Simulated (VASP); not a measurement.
# CsH (Pm-3m) in VASP: further runs

CsH is run at these levels: r2SCAN; tasks: relaxation of cell and atoms.

Program: VASP 6.6.1. These are calculated values, not measurements. Logs are shortened: lines on timing, memory, paths and dates and some standing lists are left out, and cuts for length are marked.

## (1) The cell of the first run

It takes space group Pm-3m (No. 221, cubic). The conventional cell has a = 3.820 Å, b = 3.820 Å, c = 3.820 Å, α = 90.00°, β = 90.00°, γ = 90.00°. Cs (site symmetry m-3m) has 8 H at 3.31 Å and 6 Cs at 3.82 Å within 4.4 Å. H (site symmetry m-3m) has 8 Cs at 3.31 Å and 6 H at 3.82 Å within 4.4 Å.

## (2) Relaxation of cell and atoms, r2SCAN, target pressure 30 GPa, at which the enthalpy is minimised

POSCAR

```
CsH
1.0
    3.8200000000      0.0000000000      0.0000000000
    0.0000000000      3.8200000000      0.0000000000
    0.0000000000      0.0000000000      3.8200000000
Cs H
1 1
Direct
    0.0000000000      0.0000000000      0.0000000000
    0.5000000000      0.5000000000      0.5000000000
```

INCAR.step1

```
  ALGO = Normal
  EDIFF = 1E-4
  ENCUT = 600
  GGA = PE
  ISMEAR = -1
  LASPH = True
  LCHARG = False
  LREAL = False
  LWAVE = True
  NELM = 80
  PREC = Accurate
  SIGMA = 0.01
```

INCAR.step2

```
  ALGO = Normal
  EDIFF = 1E-7
  EDIFFG = -0.02
  ENCUT = 600
  IBRION = 2
  ISIF = 3
  ISMEAR = -1
  ISTART = 1
  LASPH = True
  LCHARG = False
  LMIXTAU = True
  LREAL = False
  LWAVE = False
  METAGGA = R2SCAN
  NELM = 80
  NSW = 80
  PREC = Accurate
  PSTRESS = 300.0
  SIGMA = 0.01
```

KPOINTS

```
k-points
0
Gamma
  4 4 4
```

Potentials or basis: VASP PAW PBE potentials, release 64 (Cs_sv, H).

The run is started by

```bash
cat potpaw_PBE.64/Cs_sv/POTCAR potpaw_PBE.64/H/POTCAR > POTCAR
cp INCAR.step1 INCAR
mpirun -np 1 vasp_std > vasp.out
cp INCAR.step2 INCAR
mpirun -np 1 vasp_std > vasp.out
```

OUTCAR:

```text
EDIFF = 1E-7
   EDIFFG = -0.02
   ENCUT = 600
   IBRION = 2
   ISIF = 3
   ISMEAR = -1
   ISTART = 1
   LASPH = True
   LREAL = False
   METAGGA = R2SCAN
   NELM = 80
   NSW = 80
   PREC = Accurate
   PSTRESS = 300.0

 ion  position               nearest neighbor table
   1  0.000  0.000  0.000-
   2  0.500  0.500  0.500-

  LATTYP: Found a simple cubic cell.
 ALAT       =     3.8200000000

  Lattice vectors:

 A1 = (   3.8200000000,   0.0000000000,   0.0000000000)
 A2 = (   0.0000000000,   3.8200000000,   0.0000000000)
 A3 = (   0.0000000000,   0.0000000000,   3.8200000000)

Analysis of symmetry for initial positions (statically):
=====================================================================
 Subroutine PRICEL returns:
 Original cell was already a primitive cell.

 Routine SETGRP: Setting up the symmetry group for a
 simple cubic supercell.

 Subroutine GETGRP returns: Found 48 space group operations
 (whereof 48 operations were pure point group operations)
 out of a pool of 48 trial point group operations.

The static configuration has the point symmetry O_h .

Analysis of symmetry for dynamics (positions and initial velocities):
=====================================================================
 Subroutine PRICEL returns:
 Original cell was already a primitive cell.

 Routine SETGRP: Setting up the symmetry group for a
 simple cubic supercell.

 Subroutine GETGRP returns: Found 48 space group operations
 (whereof 48 operations were pure point group operations)
 out of a pool of 48 trial point group operations.

The dynamic configuration has the point symmetry O_h .

 Subroutine INISYM returns: Found 48 space group operations
 (whereof 48 operations are pure point group operations),
 and found     1 'primitive' translations

----------------------------------------------------------------------------------------

                                     Primitive cell

  volume of cell :      55.7430

  direct lattice vectors                    reciprocal lattice vectors
     3.820000000  0.000000000  0.000000000     0.261780105  0.000000000  0.000000000
     0.000000000  3.820000000  0.000000000     0.000000000  0.261780105  0.000000000
     0.000000000  0.000000000  3.820000000     0.000000000  0.000000000  0.261780105

  length of vectors
     3.820000000  3.820000000  3.820000000     0.261780105  0.261780105  0.261780105

  position of ions in fractional coordinates (direct lattice)
     0.000000000  0.000000000  0.000000000
     0.500000000  0.500000000  0.500000000

  ion indices of the primitive-cell ions
   primitive index   ion index
                 1           1
                 2           2

----------------------------------------------------------------------------------------

 KPOINTS: k-points

Automatic generation of k-mesh.
 Grid dimensions read from file:
 generate k-points for:    4    4    4

 Generating k-lattice:

  Cartesian coordinates                     Fractional coordinates (reciprocal lattice)
     0.065445026  0.000000000  0.000000000     0.250000000  0.000000000  0.000000000
     0.000000000  0.065445026  0.000000000     0.000000000  0.250000000  0.000000000
     0.000000000  0.000000000  0.065445026     0.000000000  0.000000000  0.250000000

  Length of vectors
     0.065445026  0.065445026  0.065445026

  Shift w.r.t. Gamma in fractional coordinates (k-lattice)
     0.000000000  0.000000000  0.000000000

 Subroutine IBZKPT returns following result:
 ===========================================

 Found     10 irreducible k-points:

 Following reciprocal coordinates:
            Coordinates               Weight
  0.000000  0.000000  0.000000      1.000000
  0.250000  0.000000  0.000000      6.000000
  0.500000  0.000000  0.000000      3.000000
  0.250000  0.250000  0.000000     12.000000
  0.500000  0.250000  0.000000     12.000000
  0.500000  0.500000  0.000000      3.000000
  0.250000  0.250000  0.250000      8.000000
  0.500000  0.250000  0.250000     12.000000
  0.500000  0.500000  0.250000      6.000000
  0.500000  0.500000  0.500000      1.000000
   k-points           NKPTS =     10   k-points in BZ     NKDIM =     10   number of bands    NBANDS=      9
   number of dos      NEDOS =    301   number of ions     NIONS =      2
   total plane-waves  NPLWV =  32768
   dimension x,y,z NGX =    32 NGY =   32 NGZ =   32
   dimension x,y,z NGXF=    64 NGYF=   64 NGZF=   64
   ions per type =               1   1
   NGX,Y,Z   is equivalent  to a cutoff of  13.93, 13.93, 13.93 a.u.
   NGXF,Y,Z  is equivalent  to a cutoff of  27.85, 27.85, 27.85 a.u.
 SYSTEM =  unknown system
   PREC   = accura    normal or accurate (medium, high low for compatibility)
   ISTART =      1    job   : 0-new  1-cont  2-samecut
   ICHARG =      0    charge: 1-file 2-atom 10-const
   ISPIN  =      1    spin polarized calculation?
   LNONCOLLINEAR =      F non collinear calculations
   LSORBIT =      F    spin-orbit coupling
   LASPH  =      T    aspherical Exc in radial PAW
   ENCUT  =  600.0 eV  44.10 Ry    6.64 a.u.   7.63  7.63  7.63*2*pi/ulx,y,z
   NELM   =     80;   NELMIN=  2; NELMDL=  0     # of ELM steps
   EDIFF  = 0.1E-06   stopping-criterion for ELM
   LREAL  =      F    real-space projection
   EDIFFG = -.2E-01   stopping-criterion for IOM
   NSW    =     80    number of steps for IOM
   IBRION =      2    ionic relax: 0-MD 1-quasi-New 2-CG
   NFREE  =      1    steps in history (QN), initial steepest desc. (CG)
   ISIF   =      3    stress and relaxation
   ISYM   =      2    0-nonsym 1-usesym 2-fastsym
   POTIM  = 0.5000    time-step for ionic-motion
   TEBEG  =    0.0;   TEEND  =   0.0 temperature during run
   PSTRESS=  300.0 pullay stress
   NELECT =      10.0000    total number of electrons
   NUPDOWN=      -1.0000    fix difference up-down
   EMIN   =  10.00;   EMAX   =-10.00  energy-range for DOS
   EFERMI =   0.00;   METHOD = LEGACY
   ISMEAR =    -1;   SIGMA  =   0.01  broadening in eV -4-tet -1-fermi 0-gaus
   EFERMI_NEDOS =   21; number of points for ismear=-14 and -15
   IALGO  =     38    algorithm
   IMIX   =      4    mixing-type and parameters
     AMIX     =   0.40;   BMIX     =  1.00
     AMIX_MAG =   1.60;   BMIX_MAG =  1.00
  volume/ion in A,a.u.               =      27.87       188.09
  Fermi-wavevector in a.u.,A,eV,Ry     =   0.923304  1.744792 11.598839  0.852491
  Thomas-Fermi vector in A             =   2.048926
   LORBIT       =      0    0 simple, 1 ext, 2 COOP (PROOUT), +10 PAW based schemes
   METAGGA = R2SCAN    functional components
   LHFCALC =     F    Hartree Fock is set to
   AEXX    =    0.0000 exact exchange contribution
   IVDW    =     0    specifies the selected vdW correction
   LEPSILON=     F    determine dielectric tensor
   LRPA    =     F    only Hartree local field effects (RPA)
 conjugate gradient relaxation of ions
 non-spin polarized calculation
  energy-cutoff  :      600.00
  volume of cell :       55.74
 maximum number of plane-waves:      1877
 NGX is ok and might be reduce to    32
   NGX = 15   NGY = 15   NGZ = 15

--------------------------------------- Ionic step        1  -------------------------------------------

 number of electron      10.0000001 magnetization

 Free energy of the ion-electron system (eV)
  ---------------------------------------------------
  ext. energy  EPLUGINS =         0.00000000
  ---------------------------------------------------
  free energy    TOTEN  =       -28.95541810 eV

  energy without entropy =      -28.95541810  energy(sigma->0) =      -28.95541810

 E-fermi :   0.7072     XC(G=0):  -8.2672

 val. band max:        0.4732379144   @ k =   0.5000   0.5000   0.5000
 cond. band min:       3.6230029728   @ k =   0.5000   0.5000   0.5000
 fundamental gap:      3.1497650584
 Fermi energy:         0.7071967732

 k-point     1 :       0.0000    0.0000    0.0000
  band No.  band energies     occupation
      1     -22.0150      2.00000
      2      -7.7068      2.00000
      3      -7.7068      2.00000
      4      -7.7068      2.00000
      5      -1.4250      2.00000
      6       4.2776      0.00000
      7       4.2776      0.00000
      8       8.4370      0.00000
      9      10.4381      0.00000

 k-point     2 :       0.2500    0.0000    0.0000
  band No.  band energies     occupation
      1     -21.9352      2.00000
      2      -8.5404      2.00000
      3      -7.6309      2.00000
      4      -7.6309      2.00000
      5      -0.6588      2.00000
      6       4.6250      0.00000
      7       4.7556      0.00000
      8       8.1279      0.00000
      9       8.1591      0.00000
[... 313 lines left out ...]
  FREE ENERGIE OF THE ION-ELECTRON SYSTEM (eV)
  ---------------------------------------------------
  free  energy   TOTEN  =       -27.6783156289 eV

  energy  without entropy=      -27.6783156289  energy(sigma->0) =      -27.67831563

  enthalpy is  TOTEN    =       -21.6754014499 eV   P V=        6.0029141791

--------------------------------------- Ionic step        7  -------------------------------------------

 number of electron      10.0000000 magnetization

 Free energy of the ion-electron system (eV)
  ---------------------------------------------------
  ext. energy  EPLUGINS =         0.00000000
  ---------------------------------------------------
  free energy    TOTEN  =       -27.65171956 eV

  energy without entropy =      -27.65171956  energy(sigma->0) =      -27.65171956

 E-fermi :   4.3621     XC(G=0): -10.9066

 val. band max:        4.1284324054   @ k =   0.5000   0.0000   0.0000
 cond. band min:       5.7567674583   @ k =   0.5000   0.5000   0.5000
 fundamental gap:      1.6283350529
 Fermi energy:         4.3621221095

 k-point     1 :       0.0000    0.0000    0.0000
  band No.  band energies     occupation
      1     -19.6231      2.00000
      2      -3.1676      2.00000
      3      -3.1676      2.00000
      4      -3.1676      2.00000
      5       1.3822      2.00000
      6       6.9394      0.00000
      7       6.9394      0.00000
      8      17.6100      0.00000
      9      17.6100      0.00000

 k-point     2 :       0.2500    0.0000    0.0000
  band No.  band energies     occupation
      1     -19.2202      2.00000
      2      -6.0980      2.00000
      3      -2.8643      2.00000
      4      -2.8643      2.00000
      5       2.8293      2.00000
      6       7.5186      0.00000
      7       9.5024      0.00000
      8      13.3749      0.00000
      9      13.3749      0.00000
[... 116 lines left out ...]
 POSITION                                       TOTAL-FORCE (eV/Angst)
 -----------------------------------------------------------------------------------
      0.00000      0.00000      0.00000         0.000000      0.000000      0.000000
      1.58601      1.58601      1.58601        -0.000000     -0.000000      0.000000
 -----------------------------------------------------------------------------------
    total drift:                               -0.000000      0.000000      0.000000

  FREE ENERGIE OF THE ION-ELECTRON SYSTEM (eV)
  ---------------------------------------------------
  free  energy   TOTEN  =       -27.6517195608 eV

  energy  without entropy=      -27.6517195608  energy(sigma->0) =      -27.65171956

  enthalpy is  TOTEN    =       -21.6756576802 eV   P V=        5.9760618807

 reached required accuracy - stopping structural energy minimisation
```

Run time: 4.6 min. Hardware: 1 thread of Intel Xeon Platinum 8375C at 2.90GHz (Ice Lake), shared host; peak memory 0.2 GiB.

Results:

* Free energy: -27.6517 eV
* Relaxed volume: 15.96 Å³/atom
* Relaxed cell: a = 3.172 Å, b = 3.172 Å, c = 3.172 Å, α = 90.00°, β = 90.00°, γ = 90.00°
* Space group after relaxing (to 0.05 Å): Pm-3m (No. 221)
* Energy change on relaxing (the enthalpy is what falls): +651.9 meV/atom
* Ionic steps: 7
* Pressure after relaxing: 30.0 GPa
* Band gap on the k mesh: 1.63 eV, indirect (least direct gap 2.86 eV)

The path:
| step | energy change (eV) | largest force (eV/Å) | pressure (GPa) | volume (Å³) |
| --- | --- | --- | --- | --- |
| 1 | 0.0000 | 0.0000 | 0.04 | 55.74 |
| 2 | 4.3511 | 0.0000 | 96.86 | 23.38 |
| 3 | 1.1631 | 0.0000 | 27.02 | 32.71 |
| 4 | 1.2696 | 0.0000 | 29.27 | 32.10 |
| 5 | 1.3422 | 0.0000 | 30.81 | 31.71 |
| 6 | 1.2771 | 0.0000 | 29.43 | 32.06 |
| 7 | 1.3037 | 0.0000 | 29.99 | 31.92 |

Final structure:
```yaml
crystal:
  lattice:
    - [3.17201, 0.00000, 0.00000]
    - [0.00000, 3.17201, 0.00000]
    - [0.00000, 0.00000, 3.17201]
  atoms:
    - { symbol: Cs, position: [0.00000, 0.00000, 0.00000] }
    - { symbol: H, position: [0.50000, 0.50000, 0.50000] }
```

Levels at points of the mesh, in eV from the valence-band top:
```csv
k point,band 1,band 2,band 3,band 4,band 5,band 6,band 7,band 8,band 9
"(0.00, 0.00, 0.00)",-23.75,-7.30,-7.30,-7.30,-2.75,2.81,2.81,13.48,13.48
"(0.50, 0.00, 0.00)",-22.87,-12.22,-6.66,-6.66,0.00,4.17,4.43,7.22,7.22
"(0.50, 0.50, 0.00)",-22.04,-11.03,-11.03,-6.09,-3.66,6.12,8.62,8.97,8.97
"(0.50, 0.50, 0.50)",-21.22,-10.22,-10.22,-10.22,-1.23,1.63,1.63,1.63,18.05
```

Caveat: the cell is relaxed towards a set pressure, so the enthalpy falls and the energy may rise; the volume moved by over 15 % at a fixed basis, so the end points are rough; the PAW data sets were made with another functional, which shifts forces and pressure a little; spin-orbit coupling is left out, which moves the levels of the heavy elements. A k mesh can miss the band edges.

## (3) Relaxation of cell and atoms, r2SCAN, target pressure 45 GPa, at which the enthalpy is minimised

POSCAR is that of step 2.

INCAR.step1

```
SYSTEM = CsH
  ALGO = Normal
  EDIFF = 1E-4
  ENCUT = 600
  GGA = PE
  ISMEAR = -1
  LASPH = .TRUE.
  LCHARG = .FALSE.
  LREAL = .FALSE.
  LWAVE = .TRUE.
  NELM = 60
  PREC = Accurate
  SIGMA = 0.01
```

INCAR.step2

```
SYSTEM = CsH
  ALGO = Normal
  EDIFF = 1E-7
  EDIFFG = -0.02
  ENCUT = 600
  IBRION = 2
  ISIF = 3
  ISMEAR = -1
  ISTART = 1
  LASPH = .TRUE.
  LCHARG = .FALSE.
  LMIXTAU = .TRUE.
  LREAL = .FALSE.
  LWAVE = .FALSE.
  METAGGA = R2SCAN
  NELM = 60
  NSW = 80
  PREC = Accurate
  PSTRESS = 450.0
  SIGMA = 0.01
```

KPOINTS

```
k-points
0
G
  4 4 4
  0 0 0
```

Potentials or basis: VASP PAW PBE potentials, release 64 (Cs_sv, H).

The run is started by

```bash
cat potpaw_PBE.64/Cs_sv/POTCAR potpaw_PBE.64/H/POTCAR > POTCAR
cp INCAR.step1 INCAR
mpirun -np 1 vasp_std > vasp.out
cp INCAR.step2 INCAR
mpirun -np 1 vasp_std > vasp.out
```

It took 9.2 min on 1 thread of Intel Xeon Platinum 8375C at 2.90GHz (Ice Lake), shared host; peak memory 0.21 GiB.

Results (log left out):

- Free energy: -26.9576 eV
- Relaxed volume: 14.45 Å³/atom
- Relaxed cell: a = 3.069 Å, b = 3.069 Å, c = 3.069 Å, α = 90.00°, β = 90.00°, γ = 90.00°
- Space group after relaxing (to 0.05 Å): Pm-3m (No. 221)
- Energy change on relaxing (the enthalpy is what falls): +998.9 meV/atom
- Ionic steps: 18
- Pressure after relaxing: 45.0 GPa
- Band gap on the k mesh: 1.13 eV, indirect (least direct gap 2.82 eV)

Step by step:
```tsv
step	energy change (eV)	largest force (eV/Å)	pressure (GPa)	volume (Å³)
1	0.0000	0.0000	0.04	55.74
2	20.2991	0.0000	521.14	13.46
3	0.9720	0.0000	22.99	33.93
4	1.4460	0.0000	33.03	31.19
5	2.0448	0.0000	46.03	28.74
6	1.9253	0.0000	43.41	29.17
7	1.9281	0.0000	43.47	29.16
8	1.9365	0.0000	43.65	29.13
9	1.9366	0.0000	43.65	29.13
10	1.9369	0.0000	43.65	29.13
11	1.9375	0.0000	43.52	29.12
12	1.9387	0.0000	43.70	29.12
13	1.9410	0.0000	43.75	29.11
14	1.9458	0.0000	43.85	29.09
15	1.9553	0.0000	44.06	29.06
16	1.9744	0.0000	44.48	28.99
17	2.0131	0.0000	45.34	28.85
18	1.9978	0.0000	45.00	28.91
```

Final structure:
```cif
data_structure
_symmetry_space_group_name_H-M 'P 1'
_symmetry_Int_Tables_number 1
_cell_length_a 3.0690
_cell_length_b 3.0690
_cell_length_c 3.0690
_cell_angle_alpha 90.000
_cell_angle_beta 90.000
_cell_angle_gamma 90.000
_cell_volume 28.91
loop_
_atom_site_label
_atom_site_type_symbol
_atom_site_fract_x
_atom_site_fract_y
_atom_site_fract_z
_atom_site_occupancy
Cs1 Cs 0.00000 0.00000 0.00000 1
H1 H 0.50000 0.50000 0.50000 1
```

Levels at points of the mesh, in eV from the valence-band top:
| k point | band 3 | band 4 | band 5 | band 6 | band 7 | band 8 |
| --- | --- | --- | --- | --- | --- | --- |
| (0.00, 0.00, 0.00) | -7.20 | -7.20 | -2.91 | 2.46 | 2.46 | 14.21 |
| (0.50, 0.00, 0.00) | -6.39 | -6.39 | 0.00 | 3.96 | 4.75 | 7.23 |
| (0.50, 0.50, 0.00) | -11.62 | -5.67 | -4.39 | 6.37 | 8.90 | 9.18 |
| (0.50, 0.50, 0.50) | -10.64 | -10.64 | -1.69 | 1.13 | 1.13 | 1.13 |

Caveat: the cell is relaxed towards a set pressure, so the enthalpy falls and the energy may rise; the volume moved by over 15 % at a fixed basis, so the end points are rough; the PAW data sets were made with another functional, which shifts forces and pressure a little; spin-orbit coupling is left out, which moves the levels of the heavy elements. A k mesh can miss the band edges.
